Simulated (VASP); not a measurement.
# SiNi (Pmmn) in VASP: single point with PBEsol

Aim: the single point of SiNi with PBEsol.

Everything below comes from runs of VASP 6.6.1. Logs are shortened: lines on timing, memory, paths and dates and some standing lists are left out, and cuts for length are marked.

## (1) The cell of the first run

It takes space group Pmmn (No. 59, orthorhombic). Conventional cell: a = 2.621 Å, b = 3.199 Å, c = 4.496 Å, α = 90.00°, β = 90.00°, γ = 90.00°. Si (site symmetry mm2) has 6 Ni at 2.24 to 2.26 Å and 6 Si at 2.49 to 2.62 Å within 3.0 Å. Ni (site symmetry mm2) has 6 Si at 2.24 to 2.26 Å and 6 Ni at 2.48 to 2.62 Å within 3.0 Å.

## (2) Single point, PBEsol

Contents of INCAR:

```
  ALGO = Normal
  EDIFF = 1E-6
  ENCUT = 520
  GGA = PS
  ISIF = 2
  ISMEAR = 0
  LASPH = T
  LCHARG = F
  LREAL = F
  LWAVE = F
  NBANDS = 22
  NELM = 60
  PREC = Accurate
  SIGMA = 0.1
```

Contents of KPOINTS:

```
k-points
0
Gamma
  16 14 10
```

Contents of POSCAR:

```
SiNi
1.0
    2.6212378966      0.0000000000      0.0000000000
    0.0000000000      3.1987206055      0.0000000000
    0.0000000000      0.0000000000      4.4961572351
Si Ni
2 2
Direct
    0.5000000000      0.5000000000      0.8466229456
    0.0000000000      0.0000000000      0.1533770544
    0.5000000000      0.5000000000      0.3482653410
    0.0000000000      0.0000000000      0.6517346590
```

Potentials or basis: VASP PAW PBE potentials, release 64 (Si, Ni).

Command:

```console
cat potpaw_PBE.64/Si/POTCAR potpaw_PBE.64/Ni/POTCAR > POTCAR
mpirun -np 1 vasp_std > vasp.out
```

OUTCAR:

```text
EDIFF = 1E-6
   ENCUT = 520
   GGA = PS
   ISIF = 2
   ISMEAR = 0
   LASPH = T
   LREAL = F
   NELM = 60
   PREC = Accurate

 ion  position               nearest neighbor table
   1  0.500  0.500  0.847-   3 2.24   4 2.25   4 2.25   4 2.25   4 2.25   3 2.26   2 2.49   2 2.49
                             2 2.49   2 2.49
   2  0.000  0.000  0.153-   4 2.24   3 2.25   3 2.25   3 2.25   3 2.25   4 2.26   1 2.49   1 2.49
                             1 2.49   1 2.49
   3  0.500  0.500  0.348-   1 2.24   2 2.25   2 2.25   2 2.25   2 2.25   1 2.26   4 2.48   4 2.48
                             4 2.48   4 2.48
   4  0.000  0.000  0.652-   2 2.24   1 2.25   1 2.25   1 2.25   1 2.25   2 2.26   3 2.48   3 2.48
                             3 2.48   3 2.48

  LATTYP: Found a simple orthorhombic cell.
 ALAT       =     2.6212378966
 B/A-ratio  =     1.2203091561
 C/A-ratio  =     1.7152801129

  Lattice vectors:

 A1 = (   2.6212378966,   0.0000000000,   0.0000000000)
 A2 = (   0.0000000000,   3.1987206055,   0.0000000000)
 A3 = (   0.0000000000,   0.0000000000,   4.4961572351)

Analysis of symmetry for initial positions (statically):
=====================================================================
 Subroutine PRICEL returns:
 Original cell was already a primitive cell.

 Routine SETGRP: Setting up the symmetry group for a
 simple orthorhombic supercell.

 Subroutine GETGRP returns: Found  8 space group operations
 (whereof  4 operations were pure point group operations)
 out of a pool of  8 trial point group operations.

The static configuration has the point symmetry C_2v.
 The point group associated with its full space group is D_2h.

Analysis of symmetry for dynamics (positions and initial velocities):
=====================================================================
 Subroutine PRICEL returns:
 Original cell was already a primitive cell.

 Routine SETGRP: Setting up the symmetry group for a
 simple orthorhombic supercell.

 Subroutine GETGRP returns: Found  8 space group operations
 (whereof  4 operations were pure point group operations)
 out of a pool of  8 trial point group operations.

The dynamic configuration has the point symmetry C_2v.
 The point group associated with its full space group is D_2h.

 Subroutine INISYM returns: Found  8 space group operations
 (whereof  4 operations are pure point group operations),
 and found     1 'primitive' translations

----------------------------------------------------------------------------------------

                                     Primitive cell

  volume of cell :      37.6985

  direct lattice vectors                    reciprocal lattice vectors
     2.621237897  0.000000000  0.000000000     0.381499139  0.000000000  0.000000000
     0.000000000  3.198720606  0.000000000     0.000000000  0.312624991  0.000000000
     0.000000000  0.000000000  4.496157235     0.000000000  0.000000000  0.222412151

  length of vectors
     2.621237897  3.198720606  4.496157235     0.381499139  0.312624991  0.222412151

  position of ions in fractional coordinates (direct lattice)
     0.500000000  0.500000000  0.846622946
     0.000000000  0.000000000  0.153377054
     0.500000000  0.500000000  0.348265341
     0.000000000  0.000000000  0.651734659

  ion indices of the primitive-cell ions
   primitive index   ion index
                 1           1
                 2           2
                 3           3
                 4           4

----------------------------------------------------------------------------------------

 KPOINTS: k-points

Automatic generation of k-mesh.
 Grid dimensions read from file:
 generate k-points for:   16   14   10

 Generating k-lattice:

  Cartesian coordinates                     Fractional coordinates (reciprocal lattice)
     0.023843696  0.000000000  0.000000000     0.062500000  0.000000000  0.000000000
     0.000000000  0.022330356  0.000000000     0.000000000  0.071428571  0.000000000
     0.000000000  0.000000000  0.022241215     0.000000000  0.000000000  0.100000000

  Length of vectors
     0.023843696  0.022330356  0.022241215

  Shift w.r.t. Gamma in fractional coordinates (k-lattice)
     0.000000000  0.000000000  0.000000000

 Subroutine IBZKPT returns following result:
 ===========================================

 Found    432 irreducible k-points:

 Following reciprocal coordinates:
            Coordinates               Weight
  0.000000  0.000000  0.000000      1.000000
  0.062500  0.000000  0.000000      2.000000
  0.125000  0.000000  0.000000      2.000000
  0.187500  0.000000  0.000000      2.000000
  0.250000  0.000000  0.000000      2.000000
  0.312500  0.000000  0.000000      2.000000
[... 16 lines left out ...]
  0.250000  0.142857  0.000000      4.000000
  0.312500  0.142857  0.000000      4.000000
 [... further k-points ...]
   k-points           NKPTS =    432   k-points in BZ     NKDIM =    432   number of bands    NBANDS=     22
   number of dos      NEDOS =    301   number of ions     NIONS =      4
   total plane-waves  NPLWV =  17280
   dimension x,y,z NGX =    20 NGY =   24 NGZ =   36
   dimension x,y,z NGXF=    40 NGYF=   48 NGZF=   72
   ions per type =               2   2
   NGX,Y,Z   is equivalent  to a cutoff of  12.68, 12.47, 13.31 a.u.
   NGXF,Y,Z  is equivalent  to a cutoff of  25.37, 24.95, 26.62 a.u.
 SYSTEM =  unknown system
   PREC   = accura    normal or accurate (medium, high low for compatibility)
   ISTART =      0    job   : 0-new  1-cont  2-samecut
   ICHARG =      2    charge: 1-file 2-atom 10-const
   ISPIN  =      1    spin polarized calculation?
   LNONCOLLINEAR =      F non collinear calculations
   LSORBIT =      F    spin-orbit coupling
   LASPH  =      T    aspherical Exc in radial PAW
   ENCUT  =  520.0 eV  38.22 Ry    6.18 a.u.   4.87  5.95  8.36*2*pi/ulx,y,z
   NELM   =     60;   NELMIN=  2; NELMDL= -5     # of ELM steps
   EDIFF  = 0.1E-05   stopping-criterion for ELM
   LREAL  =      F    real-space projection
   EDIFFG = 0.1E-04   stopping-criterion for IOM
   NSW    =      0    number of steps for IOM
   IBRION =     -1    ionic relax: 0-MD 1-quasi-New 2-CG
   NFREE  =      0    steps in history (QN), initial steepest desc. (CG)
   ISIF   =      2    stress and relaxation
   ISYM   =      2    0-nonsym 1-usesym 2-fastsym
   POTIM  = 0.5000    time-step for ionic-motion
   TEBEG  =    0.0;   TEEND  =   0.0 temperature during run
   PSTRESS=    0.0 pullay stress
   NELECT =      28.0000    total number of electrons
   NUPDOWN=      -1.0000    fix difference up-down
   EMIN   =  10.00;   EMAX   =-10.00  energy-range for DOS
   EFERMI =   0.00;   METHOD = LEGACY
   ISMEAR =     0;   SIGMA  =   0.10  broadening in eV -4-tet -1-fermi 0-gaus
   EFERMI_NEDOS =   21; number of points for ismear=-14 and -15
   IALGO  =     38    algorithm
   IMIX   =      4    mixing-type and parameters
     AMIX     =   0.40;   BMIX     =  1.00
     AMIX_MAG =   1.60;   BMIX_MAG =  1.00
  volume/ion in A,a.u.               =       9.42        63.60
  Fermi-wavevector in a.u.,A,eV,Ry     =   1.482584  2.801678 29.906375  2.198057
  Thomas-Fermi vector in A             =   2.596352
   LORBIT       =      0    0 simple, 1 ext, 2 COOP (PROOUT), +10 PAW based schemes
   GGA     = PS    functional components
   LHFCALC =     F    Hartree Fock is set to
   AEXX    =    0.0000 exact exchange contribution
   IVDW    =     0    specifies the selected vdW correction
   LEPSILON=     F    determine dielectric tensor
   LRPA    =     F    only Hartree local field effects (RPA)
 non-spin polarized calculation
 Gauss-broadening in eV      SIGMA  =   0.10
  energy-cutoff  :      520.00
  volume of cell :       37.70
 maximum number of plane-waves:      1036
 NGX is ok and might be reduce to    20
   NGX =  9   NGY = 11   NGZ = 17

 number of electron      27.9999970 magnetization

 Free energy of the ion-electron system (eV)
  ---------------------------------------------------
  ext. energy  EPLUGINS =         0.00000000
  ---------------------------------------------------
  free energy    TOTEN  =       -24.96846908 eV

  energy without entropy =      -24.96493785  energy(sigma->0) =      -24.96670347

 E-fermi :  14.7067     XC(G=0): -13.6642

 val. band max:       14.7033626929   @ k =   0.0625   0.0000   0.4000
 cond. band min:      14.7071651900   @ k =   0.3750   0.5000   0.4000
 fundamental gap:      0.0038024971
 Fermi energy:        14.7067258583

 k-point     1 :       0.0000    0.0000    0.0000
  band No.  band energies     occupation
      1      -1.3472      2.00000
      2       5.0611      2.00000
      3       6.5904      2.00000
      4       9.1039      2.00000
      5       9.5547      2.00000
      6      10.9346      2.00000
[... 14 lines left out ...]
     21      23.4185      0.00000
     22      24.9087      0.00000

 k-point     2 :       0.0625    0.0000    0.0000
  band No.  band energies     occupation
      1      -1.2638      2.00000
      2       5.1279      2.00000
      3       6.6565      2.00000
      4       9.1274      2.00000
      5       9.5946      2.00000
      6      10.8872      2.00000
[... 14 lines left out ...]
     21      23.5393      0.00000
     22      24.5097      0.00000

 k-point     3 :       0.1250    0.0000    0.0000
  band No.  band energies     occupation
      1      -1.0142      2.00000
      2       5.3251      2.00000
      3       6.8501      2.00000
      4       9.1602      2.00000
      5       9.7114      2.00000
      6      10.5957      2.00000
[... 14 lines left out ...]
     21      24.2173      0.00000
     22      24.6904      0.00000
[... 476 lines left out ...]
 k-point    23 :       0.2500    0.1429    0.0000
  band No.  band energies     occupation
      1       0.2502      2.00000
      2       6.1200      2.00000
      3       7.7536      2.00000
      4       8.5210      2.00000
      5       9.4440      2.00000
      6       9.9272      2.00000
[... 14 lines left out ...]
     21      22.1120      0.00000
     22      26.2484      0.00000

 k-point    24 :       0.3125    0.1429    0.0000
  band No.  band energies     occupation
      1       0.9689      2.00000
      2       6.5477      2.00000
      3       7.7512      2.00000
      4       8.1528      2.00000
      5       9.4119      2.00000
      6       9.7073      2.00000
[... 14 lines left out ...]
     21      21.5869      0.00000
     22      26.3219      0.00000

 [... further k-points ...]

------------------------ aborting loop because EDIFF is reached ----------------------------------------

  FORCE on cell =-STRESS in cart. coord.  units (eV):
  Direction    XX          YY          ZZ          XY          YZ          ZX
  --------------------------------------------------------------------------------------
  -------------------------------------------------------------------------------------
  Total       11.8136822     11.8389989     11.8615856      0.0000000      0.0000000      0.0000000
  in kB      502.0785075    503.1544597    504.1143877      0.0000000      0.0000000      0.0000000
  external PRESSURE =     503.1157850 kB  Pullay stress =       0.0000000 kB

 VOLUME and BASIS-vectors are now :
 -----------------------------------------------------------------------------
  energy-cutoff  :      520.00
  volume of cell :       37.70
      direct lattice vectors                 reciprocal lattice vectors
     2.621237897  0.000000000  0.000000000     0.381499139  0.000000000  0.000000000
     0.000000000  3.198720606  0.000000000     0.000000000  0.312624991  0.000000000
     0.000000000  0.000000000  4.496157235     0.000000000  0.000000000  0.222412151

 POSITION                                       TOTAL-FORCE (eV/Angst)
 -----------------------------------------------------------------------------------
      1.31062      1.59936      3.80655         0.000000      0.000000     -0.011026
      0.00000      0.00000      0.68961         0.000000      0.000000      0.011026
      1.31062      1.59936      1.56586         0.000000      0.000000      0.030691
      0.00000      0.00000      2.93030         0.000000      0.000000     -0.030691
 -----------------------------------------------------------------------------------
    total drift:                               -0.000000      0.000000      0.000000

  FREE ENERGIE OF THE ION-ELECTRON SYSTEM (eV)
  ---------------------------------------------------
  free  energy   TOTEN  =       -24.9684690842 eV

  energy  without entropy=      -24.9649378525  energy(sigma->0) =      -24.96670347
```

Run time: 2.4 min. Hardware: 1 thread of Intel Xeon 6975P-C (Granite Rapids), shared host; peak memory 0.39 GiB.

Results:

* Free energy: -24.9685 eV
* Pressure: 50.3 GPa
* Largest force: 0.031 eV/Å
* Band gap on the k mesh: zero (bands 14 and 15 overlap by 1.79 eV)

Forces in eV/Å, atoms in the order of the input:
```
Si   0.000  0.000 -0.011
Si   0.000  0.000  0.011
Ni   0.000  0.000  0.031
Ni   0.000  0.000 -0.031
```

Stress tensor (GPa, compression positive):
```
50.21  0.00  0.00
 0.00 50.32  0.00
 0.00  0.00 50.41
```

Caveat: the cell stands under pressure; the PAW data sets were made with another functional, which shifts forces and pressure a little. Spin polarisation is off, so any magnetic state and its effect on volume and gap are missing.
